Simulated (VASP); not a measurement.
# SnCl (P6_3mc) in VASP: single point with PBE

Aim: the single point of SnCl with PBE.

All numbers are computed with VASP 6.6.1; they aren't measurements. Logs are shortened: lines on timing, memory, paths and dates and some standing lists are left out, and cuts for length are marked.

### 1 The cell of the first run

The structure is hexagonal, space group P6_3mc (No. 186). The conventional cell has a = 3.501 Å, b = 3.501 Å, c = 10.197 Å, α = 90.00°, β = 90.00°, γ = 120.00°. Within 3.3 Å of Sn (site symmetry 3m) lie 4 Cl at 2.53 to 3.27 Å. Cl (site symmetry 3m) has 4 Sn at 2.53 to 3.27 Å within 3.3 Å.

### 2 Single point, PBE

INCAR

```
  PREC = Accurate
  ENCUT = 520
  EDIFF = 1E-7
  ISMEAR = 0
  SIGMA = 0.1
  LREAL = False
  LASPH = True
  NELM = 80
  ALGO = Normal
  ISIF = 2
  LWAVE = False
  LCHARG = False
  GGA = PE
  NBANDS = 29
```

KPOINTS

```
regular mesh
0
Gamma
  18 18 6
```

POSCAR

```
SnCl
1.0
    3.5011957977     -0.0000000029      0.0000000000
   -1.7505978963      3.0321245059      0.0000000000
    0.0000000000      0.0000000000     10.1974568513
Sn Cl
2 2
Direct
    0.3333333333      0.6666666667      0.3117077797
    0.6666666667      0.3333333333      0.8117077797
    0.3333333333      0.6666666667      0.0632932203
    0.6666666667      0.3333333333      0.5632932203
```

Potentials or basis: VASP PAW PBE potentials, release 64 (Sn_d, Cl).

On the command line:

```console
> cat potpaw_PBE.64/Sn_d/POTCAR potpaw_PBE.64/Cl/POTCAR > POTCAR
> mpirun -np 1 vasp_std > vasp.out
```

OUTCAR:

```text
PREC = Accurate
   ENCUT = 520
   EDIFF = 1E-7
   ISMEAR = 0
   LREAL = False
   LASPH = True
   NELM = 80
   ISIF = 2
   GGA = PE

 ion  position               nearest neighbor table
   1  0.333  0.667  0.312-   3 2.53
   2  0.667  0.333  0.812-   4 2.53
   3  0.333  0.667  0.063-   1 2.53
   4  0.667  0.333  0.563-   2 2.53

  LATTYP: Found a hexagonal cell.
 ALAT       =     3.5011957977
 C/A-ratio  =     2.9125640040

  Lattice vectors:

 A1 = (   3.5011957977,  -0.0000000029,   0.0000000000)
 A2 = (  -1.7505978963,   3.0321245059,   0.0000000000)
 A3 = (   0.0000000000,   0.0000000000,  10.1974568513)

Analysis of symmetry for initial positions (statically):
=====================================================================
 Subroutine PRICEL returns:
 Original cell was already a primitive cell.

 Routine SETGRP: Setting up the symmetry group for a
 hexagonal supercell.

 Subroutine GETGRP returns: Found 12 space group operations
 (whereof  6 operations were pure point group operations)
 out of a pool of 24 trial point group operations.

The static configuration has the point symmetry C_3v.
 The point group associated with its full space group is C_6v.

Analysis of symmetry for dynamics (positions and initial velocities):
=====================================================================
 Subroutine PRICEL returns:
 Original cell was already a primitive cell.

 Routine SETGRP: Setting up the symmetry group for a
 hexagonal supercell.

 Subroutine GETGRP returns: Found 12 space group operations
 (whereof  6 operations were pure point group operations)
 out of a pool of 24 trial point group operations.

The dynamic configuration has the point symmetry C_3v.
 The point group associated with its full space group is C_6v.

 Subroutine INISYM returns: Found 12 space group operations
 (whereof  6 operations are pure point group operations),
 and found     1 'primitive' translations

----------------------------------------------------------------------------------------

                                     Primitive cell

  volume of cell :     108.2568

  direct lattice vectors                    reciprocal lattice vectors
     3.501195798 -0.000000003  0.000000000     0.285616703  0.164900880  0.000000000
    -1.750597896  3.032124506  0.000000000     0.000000000  0.329801761  0.000000000
     0.000000000  0.000000000 10.197456851     0.000000000  0.000000000  0.098063666

  length of vectors
     3.501195798  3.501195798 10.197456851     0.329801761  0.329801761  0.098063666
[... 86 lines left out ...]
   LREAL  =      F    real-space projection
   EDIFFG = 0.1E-05   stopping-criterion for IOM
   NSW    =      0    number of steps for IOM
   IBRION =     -1    ionic relax: 0-MD 1-quasi-New 2-CG
   NFREE  =      0    steps in history (QN), initial steepest desc. (CG)
   ISIF   =      2    stress and relaxation
   ISYM   =      2    0-nonsym 1-usesym 2-fastsym
   POTIM  = 0.5000    time-step for ionic-motion
   TEBEG  =    0.0;   TEEND  =   0.0 temperature during run
   PSTRESS=    0.0 pullay stress
   NELECT =      42.0000    total number of electrons
   NUPDOWN=      -1.0000    fix difference up-down
   EMIN   =  10.00;   EMAX   =-10.00  energy-range for DOS
   EFERMI =   0.00;   METHOD = LEGACY
   ISMEAR =     0;   SIGMA  =   0.10  broadening in eV -4-tet -1-fermi 0-gaus
   EFERMI_NEDOS =   21; number of points for ismear=-14 and -15
   IALGO  =     38    algorithm
   IMIX   =      4    mixing-type and parameters
     AMIX     =   0.40;   BMIX     =  1.00
     AMIX_MAG =   1.60;   BMIX_MAG =  1.00
  volume/ion in A,a.u.               =      27.06       182.64
  Fermi-wavevector in a.u.,A,eV,Ry     =   1.194005  2.256342 19.397119  1.425648
  Thomas-Fermi vector in A             =   2.330006
   LORBIT       =      0    0 simple, 1 ext, 2 COOP (PROOUT), +10 PAW based schemes
   GGA     = PE    functional components
   LHFCALC =     F    Hartree Fock is set to
   AEXX    =    0.0000 exact exchange contribution
   IVDW    =     0    specifies the selected vdW correction
   LEPSILON=     F    determine dielectric tensor
   LRPA    =     F    only Hartree local field effects (RPA)
 non-spin polarized calculation
 Gauss-broadening in eV      SIGMA  =   0.10
  energy-cutoff  :      520.00
  volume of cell :      108.26
 maximum number of plane-waves:      2978
 NGX is ok and might be reduce to    28
   NGX = 13   NGY = 13   NGZ = 37

 number of electron      42.0000000 magnetization

 Free energy of the ion-electron system (eV)
  ---------------------------------------------------
  ext. energy  EPLUGINS =         0.00000000
  ---------------------------------------------------
  free energy    TOTEN  =       -13.42880393 eV

  energy without entropy =      -13.42309737  energy(sigma->0) =      -13.42595065

 E-fermi :   4.5387     XC(G=0):  -9.3074

 val. band max:        4.5334440506   @ k =   0.3333   0.2778   0.0000
 cond. band min:       4.5386585998   @ k =   0.3333   0.3333   0.1667
 fundamental gap:      0.0052145492
 Fermi energy:         4.5386526432

 k-point     1 :       0.0000    0.0000    0.0000
  band No.  band energies     occupation
      1     -16.9484      2.00000
      2     -16.9408      2.00000
      3     -16.8928      2.00000
      4     -16.8928      2.00000
      5     -16.8928      2.00000
      6     -16.8928      2.00000
[... 757 lines left out ...]
     28      12.2115      0.00000
     29      12.4780      0.00000

 [... further k-points ...]

------------------------ aborting loop because EDIFF is reached ----------------------------------------

  FORCE on cell =-STRESS in cart. coord.  units (eV):
  Direction    XX          YY          ZZ          XY          YZ          ZX
  --------------------------------------------------------------------------------------
  -------------------------------------------------------------------------------------
  Total       -0.0275153     -0.0275153     -0.0314341     -0.0000000      0.0000000      0.0000000
  in kB       -0.4072209     -0.4072209     -0.4652173     -0.0000000      0.0000000      0.0000000
  external PRESSURE =      -0.4265530 kB  Pullay stress =       0.0000000 kB

 VOLUME and BASIS-vectors are now :
 -----------------------------------------------------------------------------
  energy-cutoff  :      520.00
  volume of cell :      108.26
      direct lattice vectors                 reciprocal lattice vectors
     3.501195798 -0.000000003  0.000000000     0.285616703  0.164900880  0.000000000
    -1.750597896  3.032124506  0.000000000     0.000000000  0.329801761  0.000000000
     0.000000000  0.000000000 10.197456851     0.000000000  0.000000000  0.098063666

 POSITION                                       TOTAL-FORCE (eV/Angst)
 -----------------------------------------------------------------------------------
      0.00000      2.02142      3.17863         0.000000     -0.000000     -0.004922
      1.75060      1.01071      8.27736        -0.000000      0.000000     -0.004922
      0.00000      2.02142      0.64543         0.000000      0.000000      0.004922
      1.75060      1.01071      5.74416        -0.000000      0.000000      0.004922
 -----------------------------------------------------------------------------------
    total drift:                                0.000000      0.000000      0.000206

  FREE ENERGIE OF THE ION-ELECTRON SYSTEM (eV)
  ---------------------------------------------------
  free  energy   TOTEN  =       -13.4288039264 eV

  energy  without entropy=      -13.4230973675  energy(sigma->0) =      -13.42595065
```

OSZICAR:

```text
N       E                     dE             d eps       ncg     rms          rms(c)
DAV:   1     0.432215465942E+03    0.43222E+03   -0.20437E+04  8878   0.189E+03
DAV:   2     0.519011650046E+02   -0.38031E+03   -0.36736E+03  8883   0.505E+02
DAV:   3    -0.106973237044E+02   -0.62598E+02   -0.60987E+02 10172   0.170E+02
DAV:   4    -0.140284717521E+02   -0.33311E+01   -0.33169E+01  9994   0.422E+01
DAV:   5    -0.141291945439E+02   -0.10072E+00   -0.10070E+00 11154   0.779E+00    0.633E+00
DAV:   6    -0.134802478688E+02    0.64895E+00   -0.10718E+00 11871   0.693E+00    0.370E+00
DAV:   7    -0.134337436262E+02    0.46504E-01   -0.58666E-01 10670   0.367E+00    0.159E+00
DAV:   8    -0.134332882133E+02    0.45541E-03   -0.13535E-01  9547   0.220E+00    0.342E-01
DAV:   9    -0.134283865538E+02    0.49017E-02   -0.16760E-02 10810   0.787E-01    0.128E-01
DAV:  10    -0.134289611962E+02   -0.57464E-03   -0.53554E-03 11862   0.299E-01    0.128E-01
DAV:  11    -0.134288005079E+02    0.16069E-03   -0.13637E-03 11219   0.257E-01    0.224E-02
DAV:  12    -0.134288043660E+02   -0.38581E-05   -0.88623E-05  9825   0.557E-02    0.103E-02
DAV:  13    -0.134288044956E+02   -0.12966E-06   -0.48222E-06 11907   0.133E-02    0.524E-03
DAV:  14    -0.134288041002E+02    0.39544E-06   -0.37867E-06  8874   0.985E-03    0.204E-03
DAV:  15    -0.134288039890E+02    0.11120E-06   -0.56668E-07  8693   0.366E-03    0.109E-03
DAV:  16    -0.134288039264E+02    0.62551E-07   -0.37740E-08  6062   0.137E-03
   1 F= -.13428804E+02 E0= -.13425951E+02  d E =-.570656E-02
```

stdout:

```text
POSCAR found type information on POSCAR SnCl
 POSCAR found :  2 types and       4 ions
 scaLAPACK will be used
 LDA part: xc-table for (Slater+PW92), standard interpolation
 POSCAR, INCAR and KPOINTS ok, starting setup
 FFT: planning ... GRIDC
 FFT: planning ... GRID_SOFT
 FFT: planning ... GRID
 WAVECAR not read
 entering main loop
```

Wall time 5.9 min (1 thread of Intel Xeon Platinum 8375C at 2.90GHz (Ice Lake), shared host); peak memory 0.51 GiB.

What came out:

```yaml
Free_energy: -13.4288 eV
Pressure: 0.0 GPa
Largest_force: 0.005 eV/Å
Band_gap_on_the_k_mesh: zero (bands 21 and 22 overlap by 4.22 eV)
```

Forces on the atoms (eV/Å):
```
Sn   0.000  0.000 -0.005
Sn   0.000  0.000 -0.005
Cl   0.000  0.000  0.005
Cl   0.000  0.000  0.005
```

Levels at points of the mesh, in eV from the Fermi level:
```tsv
k point	band 16	band 17	band 18	band 19	band 20	band 21	band 22	band 23	band 24	band 25
(0.00, 0.00, 0.00)	-1.85	-1.43	-1.43	-1.37	-1.37	1.06	4.41	6.18	6.18	6.62
(0.50, 0.00, 0.00)	-4.41	-2.96	-2.07	-2.00	-1.91	-1.88	-1.23	3.52	3.77	4.28
(0.00, 0.00, 0.50)	-3.64	-1.40	-1.40	-1.40	-1.40	2.91	2.91	6.39	6.39	6.39
(0.50, 0.00, 0.50)	-4.20	-3.14	-3.14	-1.99	-1.99	-1.01	-1.01	3.87	3.87	3.88
```

Caveat: spin-orbit coupling is left out, which moves the levels of the heavy elements.
